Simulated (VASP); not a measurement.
# SiC (Moissanite 3C) (F-43m) in VASP: notebook

Aim: see how the results for SiC (Moissanite 3C) move with the level of theory and the settings. Levels: PBEsol, PBE-based screened hybrid, PBE. Tasks: vibrations by perturbation theory, dielectric tensor, electric field gradients.

Everything below comes from runs of VASP 6.6.1. Logs are shortened: lines on timing, memory, paths and dates and some standing lists are left out, and cuts for length are marked.

**Experimental background.**

“Insight into the structural, elastic and electronic properties of a new orthorhombic 6O-SiC polytype”, 2020, pmc:7200658 quotes, for a bulk crystal of SiC: band gap 2.4 eV (indirect).

The runs below are set against these values where they give the same quantity.

### Step 1. The cell of the first run

Symmetry: F-43m, No. 216, cubic system. The conventional cell has a = 4.358 Å, b = 4.358 Å, c = 4.358 Å, α = 90.00°, β = 90.00°, γ = 90.00°. Within 2.5 Å of Si (site symmetry -43m) lie 4 C at 1.89 Å. Within 2.5 Å of C (site symmetry -43m) lie 4 Si at 1.89 Å.

### Step 2. Vibrations by perturbation theory, PBEsol

INCAR reads:

```
PREC = Accurate ; ENCUT = 520
EDIFF = 1E-8 ; ISMEAR = -1
SIGMA = 0.05 ; LREAL = F
LASPH = T ; NELM = 80
ALGO = Normal ; ISIF = 2
LWAVE = F ; LCHARG = F
GGA = PS ; IBRION = 8
NSW = 1
```

KPOINTS reads:

```
regular mesh
0
Gamma
  7 7 7
```

POSCAR reads:

```
SiC
1.0
    0.0000000000      2.1790000000      2.1790000000
    2.1790000000      0.0000000000      2.1790000000
    2.1790000000      2.1790000000      0.0000000000
Si C
1 1
Direct
    0.0000000000      0.0000000000      0.0000000000
    0.7500000000      0.7500000000      0.7500000000
```

Potentials or basis: VASP PAW PBE potentials, release 64 (Si, C).

Command:

```sh
$ cat potpaw_PBE.64/Si/POTCAR potpaw_PBE.64/C/POTCAR > POTCAR
$ mpirun -np 1 vasp_std > vasp.out
```

OUTCAR:

```text
PREC = Accurate
   ENCUT = 520
   EDIFF = 1E-8
   ISMEAR = -1
   LREAL = F
   LASPH = T
   NELM = 80
   ISIF = 2
   GGA = PS
   IBRION = 8
   NSW = 1

 ion  position               nearest neighbor table
   1  0.000  0.000  0.000-   2 1.89   2 1.89   2 1.89   2 1.89
   2  0.750  0.750  0.750-   1 1.89   1 1.89   1 1.89   1 1.89

  LATTYP: Found a face centered cubic cell.
 ALAT       =     4.3580000000

  Lattice vectors:

 A1 = (   0.0000000000,   2.1790000000,   2.1790000000)
 A2 = (   2.1790000000,   0.0000000000,   2.1790000000)
 A3 = (   2.1790000000,   2.1790000000,   0.0000000000)

Analysis of symmetry for initial positions (statically):
=====================================================================
 Subroutine PRICEL returns:
 Original cell was already a primitive cell.

 Routine SETGRP: Setting up the symmetry group for a
 face centered cubic supercell.

 Subroutine GETGRP returns: Found 24 space group operations
 (whereof 24 operations were pure point group operations)
 out of a pool of 48 trial point group operations.

The static configuration has the point symmetry T_d .

Analysis of symmetry for dynamics (positions and initial velocities):
=====================================================================
 Subroutine PRICEL returns:
 Original cell was already a primitive cell.

 Routine SETGRP: Setting up the symmetry group for a
 face centered cubic supercell.

 Subroutine GETGRP returns: Found 24 space group operations
 (whereof 24 operations were pure point group operations)
 out of a pool of 48 trial point group operations.

The dynamic configuration has the point symmetry T_d .

 Subroutine INISYM returns: Found 24 space group operations
 (whereof 24 operations are pure point group operations),
 and found     1 'primitive' translations

----------------------------------------------------------------------------------------

                                     Primitive cell

  volume of cell :      20.6920

  direct lattice vectors                    reciprocal lattice vectors
     0.000000000  2.179000000  2.179000000    -0.229463056  0.229463056  0.229463056
     2.179000000  0.000000000  2.179000000     0.229463056 -0.229463056  0.229463056
     2.179000000  2.179000000  0.000000000     0.229463056  0.229463056 -0.229463056

  length of vectors
     3.081571352  3.081571352  3.081571352     0.397441672  0.397441672  0.397441672

  position of ions in fractional coordinates (direct lattice)
     0.000000000  0.000000000  0.000000000
     0.750000000  0.750000000  0.750000000

  ion indices of the primitive-cell ions
   primitive index   ion index
                 1           1
                 2           2

----------------------------------------------------------------------------------------

 KPOINTS: regular mesh

Automatic generation of k-mesh.
 Grid dimensions read from file:
 generate k-points for:    7    7    7

 Generating k-lattice:

  Cartesian coordinates                     Fractional coordinates (reciprocal lattice)
    -0.032780437  0.032780437  0.032780437     0.142857143  0.000000000  0.000000000
     0.032780437 -0.032780437  0.032780437     0.000000000  0.142857143  0.000000000
     0.032780437  0.032780437 -0.032780437     0.000000000  0.000000000  0.142857143

  Length of vectors
     0.056777382  0.056777382  0.056777382

  Shift w.r.t. Gamma in fractional coordinates (k-lattice)
     0.000000000  0.000000000  0.000000000

 Subroutine IBZKPT returns following result:
 ===========================================

 Found     20 irreducible k-points:

 Following reciprocal coordinates:
            Coordinates               Weight
  0.000000  0.000000  0.000000      1.000000
  0.142857  0.000000  0.000000      8.000000
  0.285714  0.000000  0.000000      8.000000
  0.428571  0.000000  0.000000      8.000000
  0.142857  0.142857  0.000000      6.000000
  0.285714  0.142857  0.000000     24.000000
[... 12 lines left out ...]
 -0.428571  0.428571  0.142857     24.000000
 -0.285714  0.428571  0.142857     24.000000
   k-points           NKPTS =     20   k-points in BZ     NKDIM =     20   number of bands    NBANDS=      8
   number of dos      NEDOS =    301   number of ions     NIONS =      2
   total plane-waves  NPLWV =  13824
   dimension x,y,z NGX =    24 NGY =   24 NGZ =   24
   dimension x,y,z NGXF=    48 NGYF=   48 NGZF=   48
   ions per type =               1   1
   NGX,Y,Z   is equivalent  to a cutoff of  12.95, 12.95, 12.95 a.u.
   NGXF,Y,Z  is equivalent  to a cutoff of  25.90, 25.90, 25.90 a.u.
 SYSTEM =  unknown system
   PREC   = accura    normal or accurate (medium, high low for compatibility)
   ISTART =      0    job   : 0-new  1-cont  2-samecut
   ICHARG =      2    charge: 1-file 2-atom 10-const
   ISPIN  =      1    spin polarized calculation?
   LNONCOLLINEAR =      F non collinear calculations
   LSORBIT =      F    spin-orbit coupling
   LASPH  =      T    aspherical Exc in radial PAW
   ENCUT  =  520.0 eV  38.22 Ry    6.18 a.u.   5.73  5.73  5.73*2*pi/ulx,y,z
   NELM   =     80;   NELMIN=  2; NELMDL= -5     # of ELM steps
   EDIFF  = 0.1E-07   stopping-criterion for ELM
   LREAL  =      F    real-space projection
   EDIFFG = 0.1E-06   stopping-criterion for IOM
   NSW    =      1    number of steps for IOM
   IBRION =      8    ionic relax: 0-MD 1-quasi-New 2-CG
   NFREE  =      0    steps in history (QN), initial steepest desc. (CG)
   ISIF   =      2    stress and relaxation
   ISYM   =      2    0-nonsym 1-usesym 2-fastsym
   POTIM  = 0.5000    time-step for ionic-motion
   TEBEG  =    0.0;   TEEND  =   0.0 temperature during run
   PSTRESS=    0.0 pullay stress
   NELECT =       8.0000    total number of electrons
   NUPDOWN=      -1.0000    fix difference up-down
   EMIN   =  10.00;   EMAX   =-10.00  energy-range for DOS
   EFERMI =   0.00;   METHOD = LEGACY
   ISMEAR =    -1;   SIGMA  =   0.05  broadening in eV -4-tet -1-fermi 0-gaus
   EFERMI_NEDOS =   21; number of points for ismear=-14 and -15
   IALGO  =     38    algorithm
   IMIX   =      4    mixing-type and parameters
     AMIX     =   0.40;   BMIX     =  1.00
     AMIX_MAG =   1.60;   BMIX_MAG =  1.00
  volume/ion in A,a.u.               =      10.35        69.82
  Fermi-wavevector in a.u.,A,eV,Ry     =   1.192626  2.253736 19.352338  1.422357
  Thomas-Fermi vector in A             =   2.328660
   LORBIT       =      0    0 simple, 1 ext, 2 COOP (PROOUT), +10 PAW based schemes
   GGA     = PS    functional components
   LHFCALC =     F    Hartree Fock is set to
   AEXX    =    0.0000 exact exchange contribution
   IVDW    =     0    specifies the selected vdW correction
   LEPSILON=     F    determine dielectric tensor
   LRPA    =     F    only Hartree local field effects (RPA)
 non-spin polarized calculation
  energy-cutoff  :      520.00
  volume of cell :       20.69
 maximum number of plane-waves:       567
   NGX = 11   NGY = 11   NGZ = 11

--------------------------------------- Ionic step        1  -------------------------------------------

 number of electron       8.0000001 magnetization

 Free energy of the ion-electron system (eV)
  ---------------------------------------------------
  ext. energy  EPLUGINS =         0.00000000
  ---------------------------------------------------
  free energy    TOTEN  =       -15.91135909 eV

  energy without entropy =      -15.91135907  energy(sigma->0) =      -15.91135908

 E-fermi :   8.7800     XC(G=0): -11.5042

 val. band max:        8.0595811811   @ k =   0.0000   0.0000   0.0000
 cond. band min:       9.5317028234   @ k =   0.4286   0.4286   0.0000
 fundamental gap:      1.4721216422
 Fermi energy:         8.7799645219

 k-point     1 :       0.0000    0.0000    0.0000
  band No.  band energies     occupation
      1      -7.3660      2.00000
      2       8.0596      2.00000
      3       8.0596      2.00000
      4       8.0596      2.00000
      5      14.2461      0.00000
      6      15.2995      0.00000
      7      15.2995      0.00000
      8      15.2995      0.00000
[... 199 lines left out ...]
 k-point    20 :      -0.2857    0.4286    0.1429
  band No.  band energies     occupation
      1      -2.2672      2.00000
      2       0.9729      2.00000
      3       2.5419      2.00000
      4       4.4244      2.00000
      5      12.6497      0.00000
      6      16.5514      0.00000
      7      18.1773      0.00000
      8      18.8781      0.00000

------------------------ aborting loop because EDIFF is reached ----------------------------------------

  FORCE on cell =-STRESS in cart. coord.  units (eV):
  Direction    XX          YY          ZZ          XY          YZ          ZX
  --------------------------------------------------------------------------------------
  -------------------------------------------------------------------------------------
  Total        0.0243450      0.0243450      0.0243450      0.0000000      0.0000000      0.0000000
  in kB        1.8850312      1.8850312      1.8850312      0.0000000      0.0000000      0.0000000
  external PRESSURE =       1.8850312 kB  Pullay stress =       0.0000000 kB

 VOLUME and BASIS-vectors are now :
 -----------------------------------------------------------------------------
  energy-cutoff  :      520.00
  volume of cell :       20.69
      direct lattice vectors                 reciprocal lattice vectors
     0.000000000  2.179000000  2.179000000    -0.229463056  0.229463056  0.229463056
     2.179000000  0.000000000  2.179000000     0.229463056 -0.229463056  0.229463056
     2.179000000  2.179000000  0.000000000     0.229463056  0.229463056 -0.229463056

 POSITION                                       TOTAL-FORCE (eV/Angst)
 -----------------------------------------------------------------------------------
      0.00000      0.00000      0.00000        -0.000000     -0.000000     -0.000000
      3.26850      3.26850      3.26850         0.000000      0.000000      0.000000
 -----------------------------------------------------------------------------------
    total drift:                               -0.000000     -0.000000     -0.000000

  FREE ENERGIE OF THE ION-ELECTRON SYSTEM (eV)
  ---------------------------------------------------
  free  energy   TOTEN  =       -15.9113590851 eV

  energy  without entropy=      -15.9113590686  energy(sigma->0) =      -15.91135908

[... ionic steps 2 to 3 ...]

--------------------------------------- Ionic step        4  -------------------------------------------

------------------------ aborting loop because EDIFF is reached ----------------------------------------

[... ionic steps 5 to 6 ...]

--------------------------------------- Ionic step        7  -------------------------------------------

 Free energy of the ion-electron system (eV)
  ---------------------------------------------------
  ---------------------------------------------------
  free energy    TOTEN  =        -0.12448289 eV

  energy without entropy =       -0.12448289

------------------------ aborting loop because EDIFF is reached ----------------------------------------

 INTERNAL STRAIN TENSOR  FOR ION    2  DIRECTION 1   (eV/Angst):
 -----------------------------------------------------------------------------
    -0.00136  0.00000  0.00000
     0.00000 -0.00006  8.47170
     0.00000  8.47170 -0.00006

 INTERNAL STRAIN TENSOR FOR ION    2 for displacements in x,y,z  (eV/Angst):
          X           Y           Z          XY          YZ          ZX
  --------------------------------------------------------------------------------
  x    -0.00000     0.00000     0.00000     0.00000     8.47170     0.00000
  y     0.00000     0.00000     0.00000     0.00000     0.00000     8.47170
  z     0.00000     0.00000    -0.00000     8.47170     0.00000     0.00000

 SECOND DERIVATIVES (NOT SYMMETRIZED)
 ------------------------------------
               1X          1Y          1Z          2X          2Y          2Z
  1X   -19.178645    0.000000    0.000000   19.178645    0.000000    0.000000
  1Y     0.000000  -19.178645    0.000000    0.000000   19.178645    0.000000
  1Z     0.000000    0.000000  -19.178645    0.000000    0.000000   19.178645
  2X    19.177227    0.000000    0.000000  -19.177227    0.000000    0.000000
  2Y     0.000000   19.177227    0.000000    0.000000  -19.177227    0.000000
  2Z     0.000000    0.000000   19.177227    0.000000    0.000000  -19.177227

 Eigenvectors and eigenvalues of the dynamical matrix
 ----------------------------------------------------

   1 f  =   23.603270 THz   148.303717 2PiTHz  787.320329 cm-1    97.615236 meV
             X         Y         Z           dx          dy          dz
      0.000000  0.000000  0.000000     0.000000    0.547331    0.000000
      3.268500  3.268500  3.268500     0.000000   -0.836916    0.000000
[... 21 lines left out ...]
   6 f/i=    0.000400 THz     0.002512 2PiTHz    0.013337 cm-1     0.001654 meV
             X         Y         Z           dx          dy          dz
      0.000000  0.000000  0.000000     0.000000    0.000000    0.836916
      3.268500  3.268500  3.268500     0.000000    0.000000    0.547331

--------------------------------------------------------------------------------------------------------

 ELASTIC MODULI CONTR FROM IONIC RELAXATION (kBar)
 Direction    XX          YY          ZZ          XY          YZ          ZX
 --------------------------------------------------------------------------------
 XX          -0.0000     -0.0000      0.0000      0.0000     -0.0000     -0.0000
 YY          -0.0000     -0.0000     -0.0000      0.0000      0.0000     -0.0000
 ZZ           0.0000     -0.0000     -0.0000     -0.0000      0.0000     -0.0000
 XY           0.0000      0.0000     -0.0000   -270.7634      0.0000      0.0000
 YZ          -0.0000      0.0000      0.0000      0.0000   -270.7634      0.0000
 ZX          -0.0000     -0.0000     -0.0000      0.0000      0.0000   -270.7634
 --------------------------------------------------------------------------------
```

Wall time 29 s (1 thread of Intel Xeon Platinum 8259CL at 2.50GHz (Skylake/Cascade Lake), shared host); peak memory 0.16 GiB.

What came out:

| Property | Result |
| --- | --- |
| Highest phonon frequency at Γ, LO-TO splitting left out | 787 cm⁻¹ |

Phonon frequencies in cm⁻¹ (negative: imaginary):
| q point | frequencies |
| --- | --- |
| (0.000, 0.000, 0.000) | 0 0 0 787 787 787 |

Caveat: the PAW data sets were made with another functional, which shifts forces and pressure a little.

(Continued in part 2 of 3.)
